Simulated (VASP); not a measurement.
# BP (gw) (I-4m2) in VASP: single point with PBEsol

Aim: the single point of BP (gw) with PBEsol.

All numbers are computed with VASP 6.6.1; they aren't measurements. Logs are shortened: lines on timing, memory, paths and dates and some standing lists are left out, and cuts for length are marked.

**1. The cell of the first run**

Symmetry: I-4m2, No. 119, tetragonal system. The conventional cell has a = 3.228 Å, b = 3.228 Å, c = 4.499 Å, α = 90.00°, β = 90.00°, γ = 90.00°. Within 2.6 Å of B (site symmetry -4m2) lie 4 P at 1.97 Å. P (site symmetry -4m2) has 4 B at 1.97 Å within 2.6 Å.

**2. Single point, PBEsol**

Input file INCAR:

```
  PREC = Accurate
  ENCUT = 500
  EDIFF = 1E-6
  ISMEAR = 0
  SIGMA = 0.01
  LREAL = False
  LASPH = True
  NELM = 120
  ALGO = Normal
  ISIF = 2
  LWAVE = False
  LCHARG = False
  GGA = PS
  NBANDS = 11
  GGA_COMPAT = False
```

Input file KPOINTS:

```
Automatic mesh
0
Gamma
  4 4 4
```

Input file POSCAR:

```
BP
1.0
    0.0000000000      2.2827359457      2.2495436848
    2.2827359457      0.0000000000      2.2495436848
    2.2827359457      2.2827359457      0.0000000000
B P
1 1
Direct
    0.0000000000      0.0000000000      0.0000000000
    0.2500000000      0.2500000000      0.2500000000
```

Potentials or basis: VASP PAW PBE potentials, release 64 (B, P).

Run with:

```bash
$ cat potpaw_PBE.64/B/POTCAR potpaw_PBE.64/P/POTCAR > POTCAR
$ mpirun -np 1 vasp_std > vasp.out
```

OUTCAR:

```text
PREC = Accurate
   ENCUT = 500
   EDIFF = 1E-6
   ISMEAR = 0
   LREAL = False
   LASPH = True
   NELM = 120
   ISIF = 2
   GGA = PS

 ion  position               nearest neighbor table
   1  0.000  0.000  0.000-   2 1.97   2 1.97   2 1.97   2 1.97
   2  0.250  0.250  0.250-   1 1.97   1 1.97   1 1.97   1 1.97

  LATTYP: Found a body centered tetragonal cell.
 ALAT       =     3.2282761337
 C/A-ratio  =     1.3936501040

  Lattice vectors:

 A1 = (   0.0000000000,  -2.2827359457,  -2.2495436848)
 A2 = (   0.0000000000,   2.2827359457,  -2.2495436848)
 A3 = (   2.2827359457,   0.0000000000,   2.2495436848)

Analysis of symmetry for initial positions (statically):
=====================================================================
 Subroutine PRICEL returns:
 Original cell was already a primitive cell.

 Routine SETGRP: Setting up the symmetry group for a
 body centered tetragonal supercell.

 Subroutine GETGRP returns: Found  8 space group operations
 (whereof  8 operations were pure point group operations)
 out of a pool of 16 trial point group operations.

The static configuration has the point symmetry D_2d.

Analysis of symmetry for dynamics (positions and initial velocities):
=====================================================================
 Subroutine PRICEL returns:
 Original cell was already a primitive cell.

 Routine SETGRP: Setting up the symmetry group for a
 body centered tetragonal supercell.

 Subroutine GETGRP returns: Found  8 space group operations
 (whereof  8 operations were pure point group operations)
 out of a pool of 16 trial point group operations.

The dynamic configuration has the point symmetry D_2d.

 Subroutine INISYM returns: Found  8 space group operations
 (whereof  8 operations are pure point group operations),
 and found     1 'primitive' translations

----------------------------------------------------------------------------------------

                                     Primitive cell

  volume of cell :      23.4442

  direct lattice vectors                    reciprocal lattice vectors
     0.000000000  2.282735946  2.249543685    -0.219035408  0.219035408  0.222267300
     2.282735946  0.000000000  2.249543685     0.219035408 -0.219035408  0.222267300
     2.282735946  2.282735946  0.000000000     0.219035408  0.219035408 -0.222267300

  length of vectors
     3.204891603  3.204891603  3.228276134     0.381255521  0.381255521  0.381255521

[... 75 lines left out ...]
   ISYM   =      2    0-nonsym 1-usesym 2-fastsym
   POTIM  = 0.5000    time-step for ionic-motion
   TEBEG  =    0.0;   TEEND  =   0.0 temperature during run
   PSTRESS=    0.0 pullay stress
   NELECT =       8.0000    total number of electrons
   NUPDOWN=      -1.0000    fix difference up-down
   EMIN   =  10.00;   EMAX   =-10.00  energy-range for DOS
   EFERMI =   0.00;   METHOD = LEGACY
   ISMEAR =     0;   SIGMA  =   0.01  broadening in eV -4-tet -1-fermi 0-gaus
   EFERMI_NEDOS =   21; number of points for ismear=-14 and -15
   IALGO  =     38    algorithm
   IMIX   =      4    mixing-type and parameters
     AMIX     =   0.40;   BMIX     =  1.00
     AMIX_MAG =   1.60;   BMIX_MAG =  1.00
  volume/ion in A,a.u.               =      11.72        79.10
  Fermi-wavevector in a.u.,A,eV,Ry     =   1.144001  2.161848 17.806451  1.308737
  Thomas-Fermi vector in A             =   2.280694
   LORBIT       =      0    0 simple, 1 ext, 2 COOP (PROOUT), +10 PAW based schemes
   GGA     = PS    functional components
   LHFCALC =     F    Hartree Fock is set to
   AEXX    =    0.0000 exact exchange contribution
   IVDW    =     0    specifies the selected vdW correction
   LEPSILON=     F    determine dielectric tensor
   LRPA    =     F    only Hartree local field effects (RPA)
 non-spin polarized calculation
 Gauss-broadening in eV      SIGMA  =   0.01
  energy-cutoff  :      500.00
  volume of cell :       23.44
 maximum number of plane-waves:       606
   NGX = 11   NGY = 11   NGZ = 11

 number of electron       8.0000000 magnetization

 Free energy of the ion-electron system (eV)
  ---------------------------------------------------
  ext. energy  EPLUGINS =         0.00000000
  ---------------------------------------------------
  free energy    TOTEN  =       -13.49065619 eV

  energy without entropy =      -13.49065619  energy(sigma->0) =      -13.49065619

 E-fermi :   7.5584     XC(G=0): -11.0156

 val. band max:        7.5008621638   @ k =   0.0000   0.0000   0.0000
 cond. band min:       8.5050080004   @ k =   0.5000   0.5000   0.0000
 fundamental gap:      1.0041458365
 Fermi energy:         7.5583658402

 k-point     1 :       0.0000    0.0000    0.0000
  band No.  band energies     occupation
      1      -8.0762      2.00000
      2       7.3605      2.00000
      3       7.3605      2.00000
      4       7.5009      2.00000
      5      10.6858      0.00000
      6      10.7677      0.00000
      7      10.7677      0.00000
      8      14.6930      0.00000
      9      18.6038      0.00000
     10      19.2983      0.00000
     11      19.6791      0.00000
[... 155 lines left out ...]
 k-point    13 :      -0.2500    0.2500    0.5000
  band No.  band energies     occupation
      1      -2.9641      2.00000
      2      -0.6630      2.00000
      3       1.6602      2.00000
      4       1.8523      2.00000
      5      12.7837      0.00000
      6      14.1995      0.00000
      7      14.7395      0.00000
      8      14.9866      0.00000
      9      19.9653      0.00000
     10      23.3479      0.00000
     11      23.4130      0.00000

------------------------ aborting loop because EDIFF is reached ----------------------------------------

  FORCE on cell =-STRESS in cart. coord.  units (eV):
  Direction    XX          YY          ZZ          XY          YZ          ZX
  --------------------------------------------------------------------------------------
  -------------------------------------------------------------------------------------
  Total       -0.3706825     -0.3706825      0.1620948      0.0000000      0.0000000      0.0000000
  in kB      -25.3324311    -25.3324311     11.0775526      0.0000000      0.0000000      0.0000000
  external PRESSURE =     -13.1957699 kB  Pullay stress =       0.0000000 kB

 VOLUME and BASIS-vectors are now :
 -----------------------------------------------------------------------------
  energy-cutoff  :      500.00
  volume of cell :       23.44
      direct lattice vectors                 reciprocal lattice vectors
     0.000000000  2.282735946  2.249543685    -0.219035408  0.219035408  0.222267300
     2.282735946  0.000000000  2.249543685     0.219035408 -0.219035408  0.222267300
     2.282735946  2.282735946  0.000000000     0.219035408  0.219035408 -0.222267300

 POSITION                                       TOTAL-FORCE (eV/Angst)
 -----------------------------------------------------------------------------------
      0.00000      0.00000      0.00000         0.000000      0.000000      0.000000
      1.14137      1.14137      1.12477        -0.000000     -0.000000     -0.000000
 -----------------------------------------------------------------------------------
    total drift:                                0.000000      0.000000      0.000000

  FREE ENERGIE OF THE ION-ELECTRON SYSTEM (eV)
  ---------------------------------------------------
  free  energy   TOTEN  =       -13.4906561853 eV

  energy  without entropy=      -13.4906561853  energy(sigma->0) =      -13.49065619
```

It took 2.8 s on 1 thread of Intel Xeon 6975P-C, shared host; peak memory 0.13 GiB.

Results:

```
Free energy            : -13.4907 eV
Pressure               : -1.3 GPa
Band gap on the k mesh : 1.00 eV, indirect (least direct gap 3.18 eV)
```

Caveat: the k points lie up to 0.60 Å⁻¹ apart; the PAW data sets were made with another functional, which shifts forces and pressure a little. As with any semilocal functional, this PBEsol gap is likely too small.
